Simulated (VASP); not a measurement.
# Na (Im-3m) in VASP: notebook

Na is run at these levels: PBE; tasks: single point.

Everything below comes from runs of VASP 6.6.1. Logs are shortened: lines on timing, memory, paths and dates and some standing lists are left out, and cuts for length are marked.

### 1 The cell of the first run

Symmetry: Im-3m, No. 229, cubic system. The conventional cell has a = 4.197 Å, b = 4.197 Å, c = 4.197 Å, α = 90.00°, β = 90.00°, γ = 90.00°. Na (site symmetry m-3m) has 14 Na at 3.63 to 4.20 Å within 4.8 Å.

### 2 Single point, PBE

File INCAR:

```
SYSTEM = Na
PREC = Accurate
ENCUT = 520
EDIFF = 1E-6
ISMEAR = 1
SIGMA = 0.03
LREAL = .False.
LASPH = .True.
NELM = 80
ALGO = Normal
ISIF = 2
LWAVE = .False.
LCHARG = .True.
GGA = PE
LELF = .True.
LVHAR = .True.
NBANDS = 10
```

File KPOINTS:

```
regular mesh
0
Gamma
  11 11 11
  0 0 0
```

File POSCAR:

```
Na
1.0
   -2.0985562613      2.0985562613      2.0985562613
    2.0985562613     -2.0985562613      2.0985562613
    2.0985562613      2.0985562613     -2.0985562613
Na
1
Direct
    0.0000000000      0.0000000000      0.0000000000
```

Potentials or basis: VASP PAW PBE potentials, release 64 (Na_pv).

Command:

```sh
cat potpaw_PBE.64/Na_pv/POTCAR > POTCAR
mpirun -np 1 vasp_std > vasp.out
```

OUTCAR:

```text
SYSTEM = Na
   PREC = Accurate
   ENCUT = 520
   EDIFF = 1E-6
   ISMEAR = 1
   LREAL = .False.
   LASPH = .True.
   NELM = 80
   ISIF = 2
   GGA = PE

 ion  position               nearest neighbor table
   1  0.000  0.000  0.000-

  LATTYP: Found a body centered cubic cell.
 ALAT       =     4.1971125226

  Lattice vectors:

 A1 = (  -2.0985562613,   2.0985562613,   2.0985562613)
 A2 = (   2.0985562613,  -2.0985562613,   2.0985562613)
 A3 = (   2.0985562613,   2.0985562613,  -2.0985562613)

Analysis of symmetry for initial positions (statically):
=====================================================================
 Subroutine PRICEL returns:
 Original cell was already a primitive cell.

 Routine SETGRP: Setting up the symmetry group for a
 body centered cubic supercell.

 Subroutine GETGRP returns: Found 48 space group operations
 (whereof 48 operations were pure point group operations)
 out of a pool of 48 trial point group operations.

The static configuration has the point symmetry O_h .

Analysis of symmetry for dynamics (positions and initial velocities):
=====================================================================
 Subroutine PRICEL returns:
 Original cell was already a primitive cell.

 Routine SETGRP: Setting up the symmetry group for a
 body centered cubic supercell.

 Subroutine GETGRP returns: Found 48 space group operations
 (whereof 48 operations were pure point group operations)
 out of a pool of 48 trial point group operations.

The dynamic configuration has the point symmetry O_h .

 Subroutine INISYM returns: Found 48 space group operations
 (whereof 48 operations are pure point group operations),
 and found     1 'primitive' translations

----------------------------------------------------------------------------------------

                                     Primitive cell

  volume of cell :      36.9676

  direct lattice vectors                    reciprocal lattice vectors
    -2.098556261  2.098556261  2.098556261     0.000000000  0.238259040  0.238259040
     2.098556261 -2.098556261  2.098556261     0.238259040  0.000000000  0.238259040
     2.098556261  2.098556261 -2.098556261     0.238259040  0.238259040  0.000000000

  length of vectors
     3.634806067  3.634806067  3.634806067     0.336949166  0.336949166  0.336949166

  position of ions in fractional coordinates (direct lattice)
     0.000000000  0.000000000  0.000000000

  ion indices of the primitive-cell ions
   primitive index   ion index
                 1           1

----------------------------------------------------------------------------------------

 KPOINTS: regular mesh

Automatic generation of k-mesh.
 Grid dimensions read from file:
 generate k-points for:   11   11   11

 Generating k-lattice:

  Cartesian coordinates                     Fractional coordinates (reciprocal lattice)
     0.000000000  0.021659913  0.021659913     0.090909091  0.000000000  0.000000000
     0.021659913  0.000000000  0.021659913     0.000000000  0.090909091  0.000000000
     0.021659913  0.021659913  0.000000000     0.000000000  0.000000000  0.090909091

  Length of vectors
     0.030631742  0.030631742  0.030631742

  Shift w.r.t. Gamma in fractional coordinates (k-lattice)
     0.000000000  0.000000000  0.000000000

 Subroutine IBZKPT returns following result:
 ===========================================

 Found     56 irreducible k-points:

 Following reciprocal coordinates:
            Coordinates               Weight
  0.000000  0.000000  0.000000      1.000000
  0.090909  0.000000  0.000000     12.000000
  0.181818  0.000000  0.000000     12.000000
  0.272727  0.000000  0.000000     12.000000
  0.363636  0.000000  0.000000     12.000000
  0.454545  0.000000  0.000000     12.000000
[... 16 lines left out ...]
  0.272727  0.181818  0.090909     48.000000
  0.363636  0.181818  0.090909     24.000000
 [... further k-points ...]
   k-points           NKPTS =     56   k-points in BZ     NKDIM =     56   number of bands    NBANDS=     10
   number of dos      NEDOS =    301   number of ions     NIONS =      1
   total plane-waves  NPLWV =  21952
   dimension x,y,z NGX =    28 NGY =   28 NGZ =   28
   dimension x,y,z NGXF=    56 NGYF=   56 NGZF=   56
   ions per type =               1
   NGX,Y,Z   is equivalent  to a cutoff of  12.81, 12.81, 12.81 a.u.
   NGXF,Y,Z  is equivalent  to a cutoff of  25.61, 25.61, 25.61 a.u.
 SYSTEM =  Na
   PREC   = accura    normal or accurate (medium, high low for compatibility)
   ISTART =      0    job   : 0-new  1-cont  2-samecut
   ICHARG =      2    charge: 1-file 2-atom 10-const
   ISPIN  =      1    spin polarized calculation?
   LNONCOLLINEAR =      F non collinear calculations
   LSORBIT =      F    spin-orbit coupling
   LASPH  =      T    aspherical Exc in radial PAW
   ENCUT  =  520.0 eV  38.22 Ry    6.18 a.u.   6.76  6.76  6.76*2*pi/ulx,y,z
   NELM   =     80;   NELMIN=  2; NELMDL= -5     # of ELM steps
   EDIFF  = 0.1E-05   stopping-criterion for ELM
   LREAL  =      F    real-space projection
   EDIFFG = 0.1E-04   stopping-criterion for IOM
   NSW    =      0    number of steps for IOM
   IBRION =     -1    ionic relax: 0-MD 1-quasi-New 2-CG
   NFREE  =      0    steps in history (QN), initial steepest desc. (CG)
   ISIF   =      2    stress and relaxation
   ISYM   =      2    0-nonsym 1-usesym 2-fastsym
   POTIM  = 0.5000    time-step for ionic-motion
   TEBEG  =    0.0;   TEEND  =   0.0 temperature during run
   PSTRESS=    0.0 pullay stress
   NELECT =       7.0000    total number of electrons
   NUPDOWN=      -1.0000    fix difference up-down
   EMIN   =  10.00;   EMAX   =-10.00  energy-range for DOS
   EFERMI =   0.00;   METHOD = LEGACY
   ISMEAR =     1;   SIGMA  =   0.03  broadening in eV -4-tet -1-fermi 0-gaus
   EFERMI_NEDOS =   21; number of points for ismear=-14 and -15
   IALGO  =     38    algorithm
   IMIX   =      4    mixing-type and parameters
     AMIX     =   0.40;   BMIX     =  1.00
     AMIX_MAG =   1.60;   BMIX_MAG =  1.00
  volume/ion in A,a.u.               =      36.97       249.47
  Fermi-wavevector in a.u.,A,eV,Ry     =   0.940085  1.776502 12.024270  0.883759
  Thomas-Fermi vector in A             =   2.067461
   LORBIT       =      0    0 simple, 1 ext, 2 COOP (PROOUT), +10 PAW based schemes
   GGA     = PE    functional components
   LHFCALC =     F    Hartree Fock is set to
   AEXX    =    0.0000 exact exchange contribution
   IVDW    =     0    specifies the selected vdW correction
   LEPSILON=     F    determine dielectric tensor
   LRPA    =     F    only Hartree local field effects (RPA)
 non-spin polarized calculation
 Methfessel and Paxton  Order N= 1 SIGMA  =   0.03
  energy-cutoff  :      520.00
  volume of cell :       36.97
 maximum number of plane-waves:      1008
   NGX = 13   NGY = 13   NGZ = 13

 number of electron       7.0000004 magnetization

 Free energy of the ion-electron system (eV)
  ---------------------------------------------------
  ext. energy  EPLUGINS =         0.00000000
  ---------------------------------------------------
  free energy    TOTEN  =        -1.31353989 eV

  energy without entropy =       -1.31335600  energy(sigma->0) =       -1.31347860

 E-fermi :   0.3181     XC(G=0):  -6.5096

 val. band max:        0.3064493220   @ k =  -0.3636   0.4545   0.0909
 cond. band min:       0.4425645873   @ k =   0.1818   0.1818   0.1818
 fundamental gap:      0.1361152653
 Fermi energy:         0.3180677245

 k-point     1 :       0.0000    0.0000    0.0000
  band No.  band energies     occupation
      1     -24.5623      2.00000
      2     -24.5623      2.00000
      3     -24.5623      2.00000
      4      -2.9470      2.00000
      5      12.0874      0.00000
      6      12.0875      0.00000
      7      12.0875      0.00000
      8      13.0897      0.00000
      9      13.0897      0.00000
     10      13.6475      0.00000

 k-point     2 :       0.0909    0.0000    0.0000
  band No.  band energies     occupation
      1     -24.5652      2.00000
      2     -24.5633      2.00000
      3     -24.5623      2.00000
      4      -2.8011      2.00000
      5      10.3863      0.00000
      6      11.2727      0.00000
      7      11.5742      0.00000
      8      12.1228      0.00000
      9      12.4988      0.00000
     10      13.9881      0.00000

 k-point     3 :       0.1818    0.0000    0.0000
  band No.  band energies     occupation
      1     -24.5729      2.00000
      2     -24.5659      2.00000
      3     -24.5623      2.00000
      4      -2.3658      2.00000
      5       8.0233      0.00000
      6      10.2327      0.00000
      7      10.8045      0.00000
      8      11.1353      0.00000
      9      12.0493      0.00000
     10      14.2331      0.00000

 k-point     4 :       0.2727    0.0000    0.0000
  band No.  band energies     occupation
      1     -24.5829      2.00000
      2     -24.5693      2.00000
      3     -24.5623      2.00000
      4      -1.6485      2.00000
      5       5.8345      0.00000
      6       9.4168      0.00000
      7      10.1779      0.00000
      8      10.3892      0.00000
      9      11.4756      0.00000
     10      14.8615      0.00000

 k-point     5 :       0.3636    0.0000    0.0000
  band No.  band energies     occupation
      1     -24.5921      2.00000
      2     -24.5724      2.00000
      3     -24.5623      2.00000
      4      -0.6607      2.00000
      5       3.8654      0.00000
      6       8.8661      0.00000
      7       9.7528      0.00000
      8       9.8926      0.00000
      9      11.0014      0.00000
     10      15.5889      0.00000

 k-point     6 :       0.4545    0.0000    0.0000
  band No.  band energies     occupation
      1     -24.5975      2.00000
      2     -24.5743      2.00000
      3     -24.5622      2.00000
      4       0.5704     -0.00000
      5       2.1442      0.00000
      6       8.5895      0.00000
      7       9.5393      0.00000
      8       9.6448      0.00000
      9      10.7428      0.00000
     10      16.3559      0.00000

 k-point     7 :       0.0909    0.0909    0.0000
  band No.  band energies     occupation
      1     -24.5705      2.00000
      2     -24.5643      2.00000
      3     -24.5630      2.00000
      4      -2.5105      2.00000
      5       9.0570      0.00000
      6       9.5197      0.00000
      7      10.9020      0.00000
      8      11.9690      0.00000
      9      12.6595      0.00000
     10      14.0897      0.00000

 k-point     8 :       0.1818    0.0909    0.0000
  band No.  band energies     occupation
      1     -24.5790      2.00000
      2     -24.5674      2.00000
      3     -24.5633      2.00000
      4      -1.9342      2.00000
      5       6.9615      0.00000
      6       8.4615      0.00000
      7      10.1239      0.00000
      8      11.4242      0.00000
      9      12.6933      0.00000
     10      13.7266      0.00000

 k-point     9 :       0.2727    0.0909    0.0000
  band No.  band energies     occupation
      1     -24.5880      2.00000
      2     -24.5712      2.00000
      3     -24.5633      2.00000
      4      -1.0817      2.00000
      5       4.9075      0.00000
      6       7.7920      0.00000
      7       9.5313      0.00000
      8      10.8461      0.00000
      9      12.4694      0.00000
     10      14.0925      0.00000
[... 118 lines left out ...]
 k-point    19 :       0.2727    0.0909    0.0909
  band No.  band energies     occupation
      1     -24.5915      2.00000
      2     -24.5727      2.00000
      3     -24.5648      2.00000
      4      -0.3823      2.00000
      5       4.1035      0.00000
      6       6.6696      0.00000
      7       7.7884      0.00000
      8      12.6299      0.00000
      9      13.3003      0.00000
     10      15.8215      0.00000

 k-point    20 :       0.3636    0.0909    0.0909
  band No.  band energies     occupation
      1     -24.5948      2.00000
      2     -24.5756      2.00000
      3     -24.5649      2.00000
      4       0.8395     -0.00000
      5       2.4075      0.00000
      6       6.4044      0.00000
      7       7.5155      0.00000
      8      12.3779      0.00000
      9      13.1268      0.00000
     10      16.5929      0.00000

 k-point    21 :      -0.0909    0.0909    0.0909
  band No.  band energies     occupation
      1     -24.5660      2.00000
      2     -24.5643      2.00000
      3     -24.5643      2.00000
      4      -2.6556      2.00000
      5      10.2372      0.00000
      6      10.2373      0.00000
      7      10.5475      0.00000
      8      11.9648      0.00000
      9      12.3663      0.00000
     10      14.1092      0.00000

 k-point    22 :       0.1818    0.1818    0.0909
  band No.  band energies     occupation
      1     -24.5899      2.00000
      2     -24.5712      2.00000
      3     -24.5668      2.00000
      4      -0.5213      2.00000
      5       5.1016      0.00000
      6       5.6945      0.00000
      7       7.3965      0.00000
      8      13.8411      0.00000
      9      14.4145      0.00000
     10      15.6918      0.00000

 k-point    23 :       0.2727    0.1818    0.0909
  band No.  band energies     occupation
      1     -24.5916      2.00000
      2     -24.5759      2.00000
      3     -24.5676      2.00000
      4       0.5776     -0.00000
      5       3.5391      0.00000
      6       5.0931      0.00000
      7       6.9329      0.00000
      8      13.7653      0.00000
      9      14.9215      0.00000
     10      15.7518      0.00000

 k-point    24 :       0.3636    0.1818    0.0909
  band No.  band energies     occupation
      1     -24.5916      2.00000
      2     -24.5784      2.00000
      3     -24.5678      2.00000
      4       1.7084      0.00000
      5       2.1963      0.00000
      6       4.9416      0.00000
      7       6.7852      0.00000
      8      13.6747      0.00000
      9      15.0521      0.00000
     10      16.1758      0.00000

 [... further k-points ...]
[... 5 lines left out ...]
  --------------------------------------------------------------------------------------
  -------------------------------------------------------------------------------------
  Total       -0.0087027     -0.0087027     -0.0087027     -0.0000000     -0.0000000     -0.0000000
  in kB       -0.3771730     -0.3771730     -0.3771730     -0.0000000     -0.0000000     -0.0000000
  external PRESSURE =      -0.3771730 kB  Pullay stress =       0.0000000 kB

 VOLUME and BASIS-vectors are now :
 -----------------------------------------------------------------------------
  energy-cutoff  :      520.00
  volume of cell :       36.97
      direct lattice vectors                 reciprocal lattice vectors
    -2.098556261  2.098556261  2.098556261     0.000000000  0.238259040  0.238259040
     2.098556261 -2.098556261  2.098556261     0.238259040  0.000000000  0.238259040
     2.098556261  2.098556261 -2.098556261     0.238259040  0.238259040  0.000000000

 POSITION                                       TOTAL-FORCE (eV/Angst)
 -----------------------------------------------------------------------------------
      0.00000      0.00000      0.00000         0.000000      0.000000      0.000000
 -----------------------------------------------------------------------------------
    total drift:                                0.000000      0.000000      0.000000

  FREE ENERGIE OF THE ION-ELECTRON SYSTEM (eV)
  ---------------------------------------------------
  free  energy   TOTEN  =        -1.3135398942 eV

  energy  without entropy=       -1.3133560047  energy(sigma->0) =       -1.31347860
```

It took 8.1 s on 1 thread of AMD EPYC 9R45 (Zen 5), shared host; peak memory 0.13 GiB.

Results:

- Free energy: -1.3135 eV
- Pressure: 0.0 GPa

### 3 Single point, PBE

File INCAR:

```
ALGO     = Normal         # electronic algorithm
EDIFF    = 1E-6           # SCF threshold, eV
ENCUT    = 520            # plane-wave cutoff, eV
GGA      = PE             # functional
ISIF     = 2              # what is computed and relaxed
ISMEAR   = 1              # smearing method
LASPH    = True           # aspherical terms in the spheres
LCHARG   = False          # write CHGCAR
LREAL    = False          # projectors in reciprocal space
LWAVE    = False          # write WAVECAR
NBANDS   = 10             # bands
NELM     = 80             # most SCF steps
PREC     = Accurate       # precision mode
SIGMA    = 0.1            # smearing width, eV
```

File KPOINTS:

```
k-points
0
Gamma
  11 11 11
```

POSCAR is that of step 2.

Potentials or basis: VASP PAW PBE potentials, release 64 (Na_pv).

Command:

```sh
cat potpaw_PBE.64/Na_pv/POTCAR > POTCAR
mpirun -np 1 vasp_std > vasp.out
```

Wall time 7.5 s (1 thread of AMD EPYC 9R45 (Zen 5), shared host); peak memory 0.12 GiB.

Results (log left out):

| Property | Result |
| --- | --- |
| Free energy | -1.3139 eV |
| Pressure | 0.0 GPa |

Levels at points of the mesh, in eV from the Fermi level:
```
           k point  band 1  band 2  band 3  band 4  band 5  band 6
(0.00, 0.00, 0.00)  -24.91  -24.91  -24.91   -3.29   11.74   11.74
```

### 4 Single point, PBE

File INCAR:

```
PREC = Accurate ; ENCUT = 520
EDIFF = 1E-6 ; ISMEAR = 1
SIGMA = 0.2 ; LREAL = False
LASPH = True ; NELM = 60
ALGO = Normal ; ISIF = 2
LWAVE = False ; LCHARG = True
GGA = PE ; LELF = True
LVHAR = True ; NBANDS = 10
```

File KPOINTS:

```
Automatic mesh
0
Gamma
  11 11 11
```

POSCAR is that of step 3.

Command:

```sh
cat potpaw_PBE.64/Na_pv/POTCAR > POTCAR
mpirun -np 1 vasp_std > vasp.out
```

It took 8.1 s on 1 thread of AMD EPYC 9R45 (Zen 5), shared host; peak memory 0.12 GiB.

The run converged. Its results:

```yaml
Free_energy: -1.3136 eV
Pressure: 0.0 GPa
```

Levels at points of the mesh, in eV from the Fermi level:
```csv
k point,band 1,band 2,band 3,band 4,band 5,band 6,band 7,band 8
"(0.00, 0.00, 0.00)",-24.94,-24.94,-24.94,-3.33,11.71,11.71,11.71,12.71
```

### 5 The runs side by side

```csv
smearing,gap on the mesh (eV),pressure (GPa)
methfessel-paxton 0.03 eV,none,0.0
methfessel-paxton 0.1 eV,none,0.0
methfessel-paxton 0.2 eV,none,0.0
```

Alike in all rows: task single point; level PBE; potentials or basis VASP PAW PBE potentials, release 64 (Na_pv); no spin polarisation; cell as given; k mesh 11 × 11 × 11; cutoff (eV) 520.

Every run on the cell as given and a fine mesh finds a metal.

Absolute energies hang on the potentials; compare differences alone.
